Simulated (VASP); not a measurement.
# Mg5Zn2Cl14 in VASP: notebook, part 2 of 2

VASP 6.6.1.

## (3) Single point, PBE

INCAR

```
PREC = Accurate ; ENCUT = 520
EDIFF = 1E-7 ; ISMEAR = -1
SIGMA = 0.05 ; LREAL = Auto
LASPH = T ; NELM = 60
ALGO = Normal ; ISIF = 2
LWAVE = F ; LCHARG = T
GGA = PE ; LELF = T
LVHAR = T ; NBANDS = 82
ISYM = 0
```

KPOINTS

```
regular mesh
0
Gamma
  1 1 1
```

POSCAR

```
Mg5Zn2Cl14
1.0
    8.2974160000     -0.2208390000     -0.2790260000
   -0.2208390000      8.1977830000     -0.1524450000
   -0.2790260000     -0.1524450000      8.2216760000
Zn Cl Mg
2 14 5
Direct
    0.4366024438      0.2497300261      0.6827427312
    0.5966474356      0.1926146050      0.2197363750
    0.1578723201      0.2770427933      0.0229744240
    0.5726393440      0.2699625425      0.9251811559
    0.8460514164      0.1008558877      0.7250781128
    0.6044785173      0.3100389960      0.4781526440
    0.7889225135      0.5657288085      0.1273583904
    0.2617595694      0.5605521074      0.2830713703
    0.1410705850      0.7875377751      0.9402072713
    0.8208194184      0.0464942745      0.2113223361
    0.5769911844      0.7506719690      0.4343976496
    0.4034900904      0.9955783502      0.1601162789
    0.2618251521      0.0212636331      0.6267601106
    0.5754833739      0.7630302635      0.8434343524
    0.9942729627      0.7236913387      0.5519059780
    0.2623041342      0.4598924741      0.6958753886
    0.6214752646      0.8310466537      0.1463816701
    0.2825346020      0.7219133126      0.5498968306
    0.0771368650      0.0484706708      0.8596884993
    0.0582028867      0.5496999003      0.0540393613
    0.7637177774      0.8354130880      0.6473386527
```

Potentials or basis: VASP PAW PBE potentials, release 64 (Zn, Cl, Mg).

On the command line:

```console
cat potpaw_PBE.64/Zn/POTCAR potpaw_PBE.64/Cl/POTCAR potpaw_PBE.64/Mg/POTCAR > POTCAR
mpirun -np 1 vasp_gam > vasp.out
```

OUTCAR:

```text
PREC = Accurate
   ENCUT = 520
   EDIFF = 1E-7
   ISMEAR = -1
   LREAL = Auto
   LASPH = T
   NELM = 60
   ISIF = 2
   GGA = PE
   ISYM = 0

 ion  position               nearest neighbor table
   1  0.437  0.250  0.683-   4 2.22   6 2.31  16 2.31  13 2.32
   2  0.597  0.193  0.220-  12 2.23  10 2.27   6 2.30   4 2.53  17 3.03
   3  0.158  0.277  0.023-  19 2.31  20 2.44
   4  0.573  0.270  0.925-   1 2.22   2 2.53
[... 271 lines left out ...]
  -------------------------------------------------------------------------------------
  Total        8.8141498      7.0193543      3.5788945      2.4985123     -1.0540250      3.9109720
  in kB       25.3083494     20.1548957     10.2761939      7.1740581     -3.0264556     11.2296986
  external PRESSURE =      18.5798130 kB  Pullay stress =       0.0000000 kB

 VOLUME and BASIS-vectors are now :
 -----------------------------------------------------------------------------
  energy-cutoff  :      520.00
  volume of cell :      557.99
      direct lattice vectors                 reciprocal lattice vectors
     8.297416000 -0.220839000 -0.279026000     0.120747964  0.003330166  0.004159674
    -0.220839000  8.197783000 -0.152445000     0.003330166  0.122118119  0.002377313
    -0.279026000 -0.152445000  8.221676000     0.004159674  0.002377313  0.121814952

 POSITION                                       TOTAL-FORCE (eV/Angst)
 -----------------------------------------------------------------------------------
      3.37702      1.84673      5.45340        -0.206349      0.473697     -0.077081
      4.84678      1.41375      1.61076        -0.083788      0.494687     -0.180322
      1.24234      2.23277      0.10260        -0.387052     -0.038788      0.060506
      4.43366      1.94559      7.40560         0.202270      0.051513      0.466081
      6.79545      0.52942      5.70991        -0.394572      0.204429     -0.370267
      4.81372      2.33525      3.71529         0.080400      0.063855     -0.360312
[... 13 lines left out ...]
      0.34646      4.48523      0.34425         0.062172     -0.610592      0.826644
      5.97177      6.58119      4.98176        -0.070959     -0.320570      0.127059
 -----------------------------------------------------------------------------------
    total drift:                                0.002127      0.003043      0.000941

  FREE ENERGIE OF THE ION-ELECTRON SYSTEM (eV)
  ---------------------------------------------------
  free  energy   TOTEN  =       -65.6791469596 eV

  energy  without entropy=      -65.6791469595  energy(sigma->0) =      -65.67914696
```

OSZICAR:

```text
N       E                     dE             d eps       ncg     rms          rms(c)
DAV:   1     0.144399497204E+04    0.14440E+04   -0.62039E+04   164   0.155E+03
DAV:   2     0.152830384817E+03   -0.12912E+04   -0.12297E+04   204   0.347E+02
DAV:   3    -0.594800711610E+02   -0.21231E+03   -0.21001E+03   174   0.154E+02
[... 11 lines left out ...]
DAV:  15    -0.656791457151E+02   -0.89913E-06   -0.50463E-05   224   0.526E-02    0.959E-03
DAV:  16    -0.656791470321E+02   -0.13170E-05   -0.85123E-06   200   0.208E-02    0.859E-03
DAV:  17    -0.656791466280E+02    0.40404E-06   -0.28778E-06   240   0.809E-03    0.351E-03
DAV:  18    -0.656791469597E+02   -0.33172E-06   -0.10118E-06   184   0.416E-03    0.161E-03
DAV:  19    -0.656791469596E+02    0.18372E-09   -0.71871E-08   128   0.119E-03
   1 F= -.65679147E+02 E0= -.65679147E+02  d E =-.699075E-10
```

It took 62 s on 1 thread of Intel Xeon 6975P-C (Granite Rapids), shared host; peak memory 0.53 GiB.

What came out:

| Quantity | Value |
| --- | --- |
| Free energy | -65.6791 eV |
| Pressure | 1.9 GPa |
| Largest force | 1.245 eV/Å |

Forces in eV/Å, atoms in the order of the input:
```
Zn  -0.206  0.474 -0.077
Zn  -0.084  0.495 -0.180
Cl  -0.387 -0.039  0.061
Cl   0.202  0.052  0.466
Cl  -0.395  0.204 -0.370
Cl   0.080  0.064 -0.360
Cl   0.145  0.310  0.099
Cl  -0.316  0.443  0.078
Cl  -0.153  0.228 -0.183
Cl   0.327 -0.059 -0.028
Cl  -0.234  0.156  0.040
Cl  -0.536 -0.018  0.319
Cl   0.142  0.112 -0.054
Cl   0.133  0.187  0.069
Cl  -0.405 -0.164 -0.152
Cl   0.097  0.253 -0.270
Mg   0.523 -1.071 -0.361
Mg   0.214 -0.728 -0.317
Mg   0.860  0.031  0.268
Mg   0.062 -0.611  0.827
Mg  -0.071 -0.321  0.127
```

Caveat: the k points lie up to 0.77 Å⁻¹ apart; the atoms stand as in a frame of molecular dynamics.

## (4) Single point, PBE

INCAR

```
SYSTEM = Mg5Zn2Cl14
ALGO = Normal ; EDIFF = 1E-6
ENCUT = 520 ; GGA = PE
ISIF = 2 ; ISMEAR = -1
ISYM = 0 ; LASPH = .True.
LCHARG = .False. ; LREAL = Auto
LWAVE = .False. ; NBANDS = 82
NELM = 100 ; PREC = Accurate
SIGMA = 0.05
```

KPOINTS

```
k-points
0
Gamma
  1 1 1
  0 0 0
```

POSCAR

```
Mg5Zn2Cl14
1.0
    8.2974160000     -0.2208390000     -0.2790260000
   -0.2208390000      8.1977830000     -0.1524450000
   -0.2790260000     -0.1524450000      8.2216760000
Zn Cl Mg
2 14 5
Direct
    0.4321902706      0.2964080223      0.6994796734
    0.5884793015      0.2012131073      0.2092309351
    0.1660390327      0.3015253307      0.0479932846
    0.5892503143      0.2941870138      0.9460516928
    0.9060128064      0.0982566487      0.7234066222
    0.5901239034      0.2900743120      0.4804742112
    0.7997803455      0.5745394129      0.1945930698
    0.2835037060      0.6197541889      0.2733554974
    0.0454405721      0.7673189457      0.9191128473
    0.8052777677      0.0390624664      0.2252805039
    0.5915409237      0.8240880526      0.4716633690
    0.3961909547      0.9918786962      0.1204427814
    0.2809702016      0.0548152686      0.6614483841
    0.6123165169      0.7349230471      0.8554514399
    0.9984775149      0.7230762138      0.5286635645
    0.2588750345      0.4865867548      0.7057425497
    0.6295435932      0.8006691858      0.1644689045
    0.2946234028      0.7356831885      0.5503479842
    0.1412143953      0.0590030639      0.8933626441
    0.0613212119      0.5529832511      0.0994363855
    0.8122082480      0.8316092381      0.6904838976
```

On the command line:

```console
cat potpaw_PBE.64/Zn/POTCAR potpaw_PBE.64/Cl/POTCAR potpaw_PBE.64/Mg/POTCAR > POTCAR
mpirun -np 1 vasp_gam > vasp.out
```

Run time: 52 s. Hardware: 1 thread of Intel Xeon 6975P-C (Granite Rapids), shared host; peak memory 0.53 GiB.

Results (log left out):

| Item | Value |
| --- | --- |
| Free energy | -66.1388 eV |
| Pressure | 1.9 GPa |
| Largest force | 1.111 eV/Å |

Forces on the atoms (eV/Å):
```
Zn   0.721 -0.099  0.113
Zn  -0.093 -0.155 -0.060
Cl  -0.145 -0.190  0.184
Cl   0.159  0.252 -0.294
Cl  -0.272  0.574  0.241
Cl   0.144  0.206 -0.302
Cl  -0.005 -0.336  0.024
Cl   0.577  0.250  0.416
Cl   0.189  0.477  0.122
Cl   0.273  0.221 -0.236
Cl  -0.685 -0.201  0.000
Cl  -0.215 -0.355  0.112
Cl   0.491 -0.777 -0.625
Cl  -0.248  0.078  0.530
Cl   0.574 -0.091 -0.406
Cl  -0.189  0.637 -0.210
Mg  -0.042  0.061 -0.224
Mg   0.090 -0.088 -0.169
Mg  -0.473 -0.380  0.629
Mg  -0.610  0.081  0.105
Mg  -0.241 -0.166  0.049
```

Stress tensor (GPa, compression positive):
```
 1.71  0.29 -0.25
 0.29  2.58 -0.09
-0.25 -0.09  1.48
```

Levels at points of the mesh, in eV from the Fermi level:
| k point | band 63 | band 64 | band 65 | band 66 | band 67 | band 68 | band 69 | band 70 |
| --- | --- | --- | --- | --- | --- | --- | --- | --- |
| (0.00, 0.00, 0.00) | -1.70 | -1.46 | -1.41 | -1.22 | 2.11 | 3.27 | 3.86 | 4.61 |

Caveat: the k points lie up to 0.77 Å⁻¹ apart; the atoms stand as in a frame of molecular dynamics.

## (5) Summary

| cell | pressure (GPa) | largest force (eV/Å) |
| --- | --- | --- |
| as given, atomic positions A | 1.1 | 0.94 |
| as given, atomic positions B | 1.9 | 1.25 |
| as given, atomic positions C | 1.9 | 1.11 |

Alike in all rows: task single point; level PBE; potentials or basis VASP PAW PBE potentials, release 64 (Zn, Cl, Mg); no spin polarisation; k mesh 1 × 1 × 1; cutoff (eV) 520; smearing fermi-dirac 0.05 eV.

Caveats: all runs use coarse meshes; the atoms stand as in a frame of molecular dynamics.

Total energies depend on the potentials used, so only differences within one code and one set of settings carry meaning.
